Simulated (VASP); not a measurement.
# MgZn4Te (P-3m1) in VASP: a series of runs

Runs on MgZn4Te. Level: PBE. Tasks: relaxation of cell and atoms, single point.

Everything below comes from runs of VASP 6.6.1. Logs are shortened: lines on timing, memory, paths and dates and some standing lists are left out, and cuts for length are marked.

## 1. The cell of the first run

Symmetry: P-3m1, No. 164, trigonal system. Conventional cell: a = 3.238 Å, b = 3.238 Å, c = 12.248 Å, α = 90.00°, β = 90.00°, γ = 120.00°. Mg (site symmetry -3m) has 6 Zn at 2.44 Å and 6 Mg at 3.24 Å within 3.3 Å. Zn (site symmetry 3m) has 3 Mg at 2.44 Å and 6 Zn at 3.24 Å within 3.3 Å. Within 3.3 Å of Zn (site symmetry 3m) lie 3 Te at 2.40 Å and 6 Zn at 3.24 Å. Within 3.3 Å of Te (site symmetry -3m) lie 6 Zn at 2.40 Å and 6 Te at 3.24 Å.

The cell was built from a structure type or drawn by symmetry, and may not be a known phase.

## 2. Relaxation of cell and atoms, PBE

The input, INCAR:

```
PREC = Accurate
ENCUT = 600
EDIFF = 1E-7
ISMEAR = 0
SIGMA = 0.1
LREAL = False
LASPH = True
NELM = 100
ALGO = Fast
ISIF = 3
LWAVE = False
LCHARG = False
GGA = PE
IBRION = 2
NSW = 90
EDIFFG = -0.04
```

The input, KPOINTS:

```
Automatic mesh
0
Gamma
  6 6 2
```

The input, POSCAR:

```
MgZn4Te
1.0
    3.2380922400      0.0000000000      0.0000000000
   -1.6190461200      2.8042701400      0.0000000000
    0.0000000000      0.0000000000     12.2482571600
Mg Zn Te
1 4 1
Direct
    0.0000000000      0.0000000000      0.0000000000
    0.6666666700      0.3333333300      0.8719140300
    0.6666666700      0.3333333300      0.3771010000
    0.3333333300      0.6666666700      0.6228990000
    0.3333333300      0.6666666700      0.1280859700
    0.0000000000      0.0000000000      0.5000000000
```

Potentials or basis: VASP PAW PBE potentials, release 64 (Mg, Zn, Te).

The run is started by

```sh
$ cat potpaw_PBE.64/Mg/POTCAR potpaw_PBE.64/Zn/POTCAR potpaw_PBE.64/Te/POTCAR > POTCAR
$ mpirun -np 1 vasp_std > vasp.out
```

OUTCAR:

```text
PREC = Accurate
   ENCUT = 600
   EDIFF = 1E-7
   ISMEAR = 0
   LREAL = False
   LASPH = True
   NELM = 100
   ISIF = 3
   GGA = PE
   IBRION = 2
   NSW = 90
   EDIFFG = -0.04

 ion  position               nearest neighbor table
   1  0.000  0.000  0.000-   2 2.44   5 2.44   2 2.44   5 2.44   2 2.44   5 2.44
   2  0.667  0.333  0.872-   1 2.44   1 2.44   1 2.44
   3  0.667  0.333  0.377-   6 2.40   6 2.40   6 2.40
   4  0.333  0.667  0.623-   6 2.40   6 2.40   6 2.40
   5  0.333  0.667  0.128-   1 2.44   1 2.44   1 2.44
   6  0.000  0.000  0.500-   3 2.40   4 2.40   3 2.40   4 2.40   3 2.40   4 2.40

  LATTYP: Found a hexagonal cell.
 ALAT       =     3.2380922400
 C/A-ratio  =     3.7825535075

  Lattice vectors:

 A1 = (   3.2380922400,   0.0000000000,   0.0000000000)
 A2 = (  -1.6190461200,   2.8042701400,   0.0000000000)
 A3 = (   0.0000000000,   0.0000000000,  12.2482571600)

Analysis of symmetry for initial positions (statically):
=====================================================================
 Subroutine PRICEL returns:
 Original cell was already a primitive cell.

 Routine SETGRP: Setting up the symmetry group for a
 hexagonal supercell.

 Subroutine GETGRP returns: Found 12 space group operations
 (whereof 12 operations were pure point group operations)
 out of a pool of 24 trial point group operations.

The static configuration has the point symmetry D_3d.

Analysis of symmetry for dynamics (positions and initial velocities):
=====================================================================
 Subroutine PRICEL returns:
 Original cell was already a primitive cell.

 Routine SETGRP: Setting up the symmetry group for a
 hexagonal supercell.

 Subroutine GETGRP returns: Found 12 space group operations
 (whereof 12 operations were pure point group operations)
 out of a pool of 24 trial point group operations.

The dynamic configuration has the point symmetry D_3d.

 Subroutine INISYM returns: Found 12 space group operations
 (whereof 12 operations are pure point group operations),
 and found     1 'primitive' translations

----------------------------------------------------------------------------------------

                                     Primitive cell

  volume of cell :     111.2201

  direct lattice vectors                    reciprocal lattice vectors
     3.238092240  0.000000000  0.000000000     0.308823815  0.178299513  0.000000000
    -1.619046120  2.804270140  0.000000000     0.000000000  0.356599026  0.000000000
     0.000000000  0.000000000 12.248257160     0.000000000  0.000000000  0.081644269

  length of vectors
     3.238092240  3.238092240 12.248257160     0.356599026  0.356599026  0.081644269

  position of ions in fractional coordinates (direct lattice)
     0.000000000  0.000000000  0.000000000
     0.666666670  0.333333330  0.871914030
     0.666666670  0.333333330  0.377101000
     0.333333330  0.666666670  0.622899000
     0.333333330  0.666666670  0.128085970
     0.000000000  0.000000000  0.500000000

  ion indices of the primitive-cell ions
   primitive index   ion index
                 1           1
                 2           2
                 3           3
                 4           4
                 5           5
                 6           6

----------------------------------------------------------------------------------------

 KPOINTS: Automatic mesh

Automatic generation of k-mesh.
 Grid dimensions read from file:
 generate k-points for:    6    6    2

 Generating k-lattice:

  Cartesian coordinates                     Fractional coordinates (reciprocal lattice)
     0.051470636  0.029716585  0.000000000     0.166666667  0.000000000  0.000000000
     0.000000000  0.059433171  0.000000000     0.000000000  0.166666667  0.000000000
     0.000000000  0.000000000  0.040822134     0.000000000  0.000000000  0.500000000

  Length of vectors
     0.059433171  0.059433171  0.040822134

  Shift w.r.t. Gamma in fractional coordinates (k-lattice)
     0.000000000  0.000000000  0.000000000

 Subroutine IBZKPT returns following result:
 ===========================================

 Found     14 irreducible k-points:

 Following reciprocal coordinates:
            Coordinates               Weight
  0.000000  0.000000  0.000000      1.000000
  0.166667  0.000000  0.000000      6.000000
  0.333333  0.000000  0.000000      6.000000
  0.500000  0.000000  0.000000      3.000000
  0.166667  0.166667  0.000000      6.000000
  0.333333  0.166667  0.000000     12.000000
  0.333333  0.333333  0.000000      2.000000
  0.000000  0.000000  0.500000      1.000000
  0.166667  0.000000  0.500000      6.000000
  0.333333  0.000000  0.500000      6.000000
  0.500000  0.000000  0.500000      3.000000
  0.166667  0.166667  0.500000      6.000000
  0.333333  0.166667  0.500000     12.000000
  0.333333  0.333333  0.500000      2.000000
   k-points           NKPTS =     14   k-points in BZ     NKDIM =     14   number of bands    NBANDS=     33
   number of dos      NEDOS =    301   number of ions     NIONS =      6
   total plane-waves  NPLWV =  76832
   dimension x,y,z NGX =    28 NGY =   28 NGZ =   98
   dimension x,y,z NGXF=    56 NGYF=   56 NGZF=  196
   ions per type =               1   4   1
   NGX,Y,Z   is equivalent  to a cutoff of  14.38, 14.38, 13.30 a.u.
   NGXF,Y,Z  is equivalent  to a cutoff of  28.75, 28.75, 26.60 a.u.
 SYSTEM =  unknown system
   PREC   = accura    normal or accurate (medium, high low for compatibility)
   ISTART =      0    job   : 0-new  1-cont  2-samecut
   ICHARG =      2    charge: 1-file 2-atom 10-const
   ISPIN  =      1    spin polarized calculation?
   LNONCOLLINEAR =      F non collinear calculations
   LSORBIT =      F    spin-orbit coupling
   LASPH  =      T    aspherical Exc in radial PAW
   ENCUT  =  600.0 eV  44.10 Ry    6.64 a.u.   6.47  6.47 24.46*2*pi/ulx,y,z
   NELM   =    100;   NELMIN=  2; NELMDL= -5     # of ELM steps
   EDIFF  = 0.1E-06   stopping-criterion for ELM
   LREAL  =      F    real-space projection
   EDIFFG = -.4E-01   stopping-criterion for IOM
   NSW    =     90    number of steps for IOM
   IBRION =      2    ionic relax: 0-MD 1-quasi-New 2-CG
   NFREE  =      1    steps in history (QN), initial steepest desc. (CG)
   ISIF   =      3    stress and relaxation
   ISYM   =      2    0-nonsym 1-usesym 2-fastsym
   POTIM  = 0.5000    time-step for ionic-motion
   TEBEG  =    0.0;   TEEND  =   0.0 temperature during run
   PSTRESS=    0.0 pullay stress
   NELECT =      56.0000    total number of electrons
   NUPDOWN=      -1.0000    fix difference up-down
   EMIN   =  10.00;   EMAX   =-10.00  energy-range for DOS
   EFERMI =   0.00;   METHOD = LEGACY
   ISMEAR =     0;   SIGMA  =   0.10  broadening in eV -4-tet -1-fermi 0-gaus
   EFERMI_NEDOS =   21; number of points for ismear=-14 and -15
   IALGO  =     68    algorithm
   IMIX   =      4    mixing-type and parameters
     AMIX     =   0.40;   BMIX     =  1.00
     AMIX_MAG =   1.60;   BMIX_MAG =  1.00
  volume/ion in A,a.u.               =      18.54       125.09
  Fermi-wavevector in a.u.,A,eV,Ry     =   1.302396  2.461172 23.078683  1.696235
  Thomas-Fermi vector in A             =   2.433467
   LORBIT       =      0    0 simple, 1 ext, 2 COOP (PROOUT), +10 PAW based schemes
   GGA     = PE    functional components
   LHFCALC =     F    Hartree Fock is set to
   AEXX    =    0.0000 exact exchange contribution
   IVDW    =     0    specifies the selected vdW correction
   LEPSILON=     F    determine dielectric tensor
   LRPA    =     F    only Hartree local field effects (RPA)
 conjugate gradient relaxation of ions
 non-spin polarized calculation
 RMM-DIIS sequential band-by-band and
 Gauss-broadening in eV      SIGMA  =   0.10
  energy-cutoff  :      600.00
  volume of cell :      111.22
 maximum number of plane-waves:      3781
 NGX is ok and might be reduce to    28
   NGX = 13   NGY = 13   NGZ = 49

--------------------------------------- Ionic step        1  -------------------------------------------

 number of electron      56.0000022 magnetization

 Free energy of the ion-electron system (eV)
  ---------------------------------------------------
  ext. energy  EPLUGINS =         0.00000000
  ---------------------------------------------------
  free energy    TOTEN  =        -2.84036437 eV

  energy without entropy =       -2.82876011  energy(sigma->0) =       -2.83456224

------------------------ aborting loop because EDIFF is reached ----------------------------------------

  FORCE on cell =-STRESS in cart. coord.  units (eV):
  Direction    XX          YY          ZZ          XY          YZ          ZX
  --------------------------------------------------------------------------------------
  -------------------------------------------------------------------------------------
  Total       19.6889255     19.6889255     19.1730439      0.0000000      0.0000000      0.0000000
  in kB      283.6280893    283.6280893    276.1965759      0.0000000      0.0000000      0.0000000
  external PRESSURE =     281.1509182 kB  Pullay stress =       0.0000000 kB
[... 101 lines left out ...]
  FREE ENERGIE OF THE ION-ELECTRON SYSTEM (eV)
  ---------------------------------------------------
  free  energy   TOTEN  =        -6.7605875775 eV

  energy  without entropy=       -6.7569977738  energy(sigma->0) =       -6.75879268

 E-fermi :   3.3183     XC(G=0): -10.1142

 val. band max:        3.2874623728   @ k =   0.3333   0.0000   0.5000
 cond. band min:       3.3187637678   @ k =   0.3333   0.0000   0.0000
 fundamental gap:      0.0313013950
 Fermi energy:         3.3182525921

 k-point     1 :       0.0000    0.0000    0.0000
  band No.  band energies     occupation
      1      -9.6564      2.00000
      2      -4.5998      2.00000
      3      -4.1473      2.00000
      4      -4.1473      2.00000
      5      -4.1268      2.00000
      6      -4.1268      2.00000
[... 493 lines left out ...]
     32       3.3653      0.50538
     33       7.3852      0.00000

[... ionic steps 4 to 12 ...]

--------------------------------------- Ionic step       13  -------------------------------------------

 number of electron      56.0000001 magnetization

------------------------ aborting loop because EDIFF is reached ----------------------------------------

  FORCE on cell =-STRESS in cart. coord.  units (eV):
  Direction    XX          YY          ZZ          XY          YZ          ZX
  --------------------------------------------------------------------------------------
  -------------------------------------------------------------------------------------
  Total       -0.2778343     -0.2778343      0.4282322     -0.0000000      0.0000000      0.0000000
  in kB       -3.5209387     -3.5209387      5.4269011     -0.0000000      0.0000000      0.0000000
  external PRESSURE =      -0.5383254 kB  Pullay stress =       0.0000000 kB
[... 65 lines left out ...]
  energy  without entropy=       -8.3964816891  energy(sigma->0) =       -8.40091787

--------------------------------------- Ionic step       15  -------------------------------------------

 number of electron      55.9999984 magnetization

 Free energy of the ion-electron system (eV)
  ---------------------------------------------------
  ext. energy  EPLUGINS =         0.00000000
  ---------------------------------------------------
  free energy    TOTEN  =        -8.40805377 eV

  energy without entropy =       -8.39967984  energy(sigma->0) =       -8.40386681

 E-fermi :   3.0787     XC(G=0):  -9.9684

 val. band max:        2.9593200145   @ k =   0.3333   0.0000   0.5000
 cond. band min:       3.1488886116   @ k =   0.3333   0.0000   0.0000
 fundamental gap:      0.1895685971
 Fermi energy:         3.0787098087

 k-point     1 :       0.0000    0.0000    0.0000
  band No.  band energies     occupation
      1      -9.6691      2.00000
      2      -4.6372      2.00000
      3      -4.2879      2.00000
      4      -4.2879      2.00000
      5      -4.2718      2.00000
      6      -4.2718      2.00000
[... 526 lines left out ...]
  FREE ENERGIE OF THE ION-ELECTRON SYSTEM (eV)
  ---------------------------------------------------
  free  energy   TOTEN  =        -8.4080537692 eV

  energy  without entropy=       -8.3996798418  energy(sigma->0) =       -8.40386681

 reached required accuracy - stopping structural energy minimisation
```

Run time: 15 min. Hardware: 1 thread of Intel Xeon Platinum 8488C (Sapphire Rapids), shared host; peak memory 0.32 GiB.

What came out:

| Property | Result |
| --- | --- |
| Free energy | -8.4081 eV |
| Relaxed volume | 21.04 Å³/atom |
| Relaxed cell | a = 3.602 Å, b = 3.602 Å, c = 11.237 Å, α = 90.00°, β = 90.00°, γ = 120.00° |
| Space group after relaxing (to 0.1 Å) | P-3m1 (No. 164) |
| Energy gained by relaxing | 927.9 meV/atom |
| Ionic steps | 15 |
| Pressure after relaxing | 0.0 GPa |
| Largest force after relaxing | 0.034 eV/Å |
| Band gap on the k mesh | zero (bands 28 and 29 overlap by 2.30 eV) |

Forces on the atoms (eV/Å):
```
Mg   0.000  0.000  0.000
Zn   0.000  0.000 -0.010
Zn   0.000  0.000  0.034
Zn   0.000  0.000 -0.034
Zn   0.000  0.000  0.010
Te   0.000  0.000  0.000
```

Stress tensor (GPa, compression positive):
```
-0.10  0.00  0.00
 0.00 -0.10  0.00
 0.00  0.00  0.15
```

The path:
```csv
step,energy change (eV),largest force (eV/Å),pressure (GPa),volume (Å³)
1,0.0000,5.7152,28.12,111.22
2,-3.6508,0.4589,-4.53,172.23
3,-3.9202,0.9014,-1.28,152.47
4,-3.9214,0.8756,-1.52,153.39
5,-4.1085,0.9333,-1.51,149.58
6,-4.6771,1.0115,-0.86,138.34
7,-5.3104,0.9121,4.72,116.76
8,-5.4273,0.5225,3.96,117.71
9,-5.4813,0.1622,3.30,119.05
10,-5.5368,0.0652,1.77,122.14
11,-5.5632,0.0487,0.12,126.12
12,-5.5633,0.0502,-0.08,126.58
13,-5.5633,0.0498,-0.05,126.43
14,-5.5650,0.0368,-0.03,126.38
15,-5.5677,0.0343,-0.02,126.25
```

Final structure:
```
CELL_PARAMETERS angstrom
3.60177 0.00000 0.00000
-1.80089 3.11923 0.00000
0.00000 0.00000 11.23730
ATOMIC_POSITIONS crystal
Mg 0.00000 0.00000 0.00000
Zn 0.66667 0.33333 0.82138
Zn 0.66667 0.33333 0.32361
Zn 0.33333 0.66667 0.67639
Zn 0.33333 0.66667 0.17862
Te 0.00000 0.00000 0.50000
```

Caveat: the k points lie up to 0.34 Å⁻¹ apart in the final cell, too coarse for converged energies and pressures of a metal; spin-orbit coupling is left out, which moves the levels of the heavy elements.

## 3. Single point, PBE

This run uses another cell than the first one, of 20.13 Å³/atom.

The input, INCAR:

```
SYSTEM = MgZn4Te
PREC = Accurate
ENCUT = 520
EDIFF = 1E-6
ISMEAR = 0
SIGMA = 0.1
LREAL = .FALSE.
LASPH = .TRUE.
NELM = 100
ALGO = Fast
ISIF = 2
LWAVE = .FALSE.
LCHARG = .FALSE.
GGA = PE
NBANDS = 37
```

The input, KPOINTS:

```
regular mesh
0
G
  12 12 4
  0 0 0
```

The input, POSCAR:

```
MgZn4Te
1.0
    3.2867179157      0.0000000000      0.0000000000
   -1.6433589579      2.8463812101      0.0000000000
    0.0000000000      0.0000000000     12.9075634531
Mg Zn Te
1 4 1
Direct
    0.0000000000      0.0000000000      0.0000000000
    0.6666666667      0.3333333333      0.8313346340
    0.6666666667      0.3333333333      0.3131725375
    0.3333333333      0.6666666667      0.6868274625
    0.3333333333      0.6666666667      0.1686653660
    0.0000000000      0.0000000000      0.5000000000
```

Potentials or basis: VASP PAW PBE potentials, release 64 (Mg, Zn, Te).

The run is started by

```sh
$ cat potpaw_PBE.64/Mg/POTCAR potpaw_PBE.64/Zn/POTCAR potpaw_PBE.64/Te/POTCAR > POTCAR
$ mpirun -np 1 vasp_std > vasp.out
```

Wall time 4 min (1 thread of Intel Xeon Platinum 8488C (Sapphire Rapids), shared host); peak memory 0.42 GiB.

It converged, with:

```
Free energy            : -8.3596 eV
Pressure               : 0.0 GPa
Largest force          : 0.017 eV/Å
Band gap on the k mesh : zero (bands 28 and 29 overlap by 3.91 eV)
```

Forces in eV/Å, atoms in the order of the input:
```
Mg   0.000  0.000  0.000
Zn   0.000  0.000  0.017
Zn   0.000  0.000  0.005
Zn   0.000  0.000 -0.005
Zn   0.000  0.000 -0.017
Te   0.000  0.000  0.000
```

Stress tensor (GPa, compression positive):
```
-0.01  0.00  0.00
 0.00 -0.01  0.00
 0.00  0.00  0.08
```

Levels at points of the mesh, in eV from the Fermi level:
```
           k point  band 24  band 25  band 26  band 27  band 28  band 29  band 30  band 31  band 32  band 33
(0.00, 0.00, 0.00)    -5.77    -5.31    -1.77    -0.32     2.72     2.72     4.99     5.26     8.35     8.38
(0.50, 0.00, 0.00)    -3.28    -3.23    -2.93    -1.47    -0.82    -0.40    -0.09     0.10     2.93     3.60
(0.00, 0.00, 0.50)    -6.67    -3.82    -3.38     1.67     2.23     2.72     2.72     7.54     8.35     8.46
(0.50, 0.00, 0.50)    -3.52    -2.84    -2.44    -2.15    -1.63     0.10     0.74     0.93     1.57     2.09
```

Caveat: spin-orbit coupling is left out, which moves the levels of the heavy elements.
